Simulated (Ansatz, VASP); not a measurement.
## Two plane-wave programs on Mg

```
Mg
1.0
    -0.04489    2.32774    2.33111
     2.32774   -0.04489    2.33111
     2.28286    2.28286    0.00000
Mg
1
Cartesian
  0.0000 0.0000 0.0000
```

Alike in both runs: task single point; functional PBE; k mesh 14 × 14 × 14; occupations gaussian, width 0.1 eV; no spin polarisation.

|  | VASP | Ansatz |
| --- | --- | --- |
| version | VASP 6.6.1 | Ansatz 0.2.0 |
| potentials or method | VASP PAW PBE potentials, release 64 (Mg), cutoff 520 eV | scalar-relativistic, plane waves, PAW |
| valence electrons in the cell | 2 | 10 |

Ansatz gave:

- gap on the k mesh at the Fermi level (eV): none
- pressure (GPa): -2.5
- traceless stress, the component that is largest in VASP (GPa): 1.15

Task: Which values does VASP return?

Result: gap on the k mesh at the Fermi level (eV): none; pressure (GPa): -2.6; traceless stress, the component that is largest in VASP (GPa): 1.14.

A gap of «none» marks a metal or a gap that the smearing closes. VASP's potentials hold 2 valence electrons a cell and Ansatz's 10, so a difference there can come from the potentials and not from the codes.
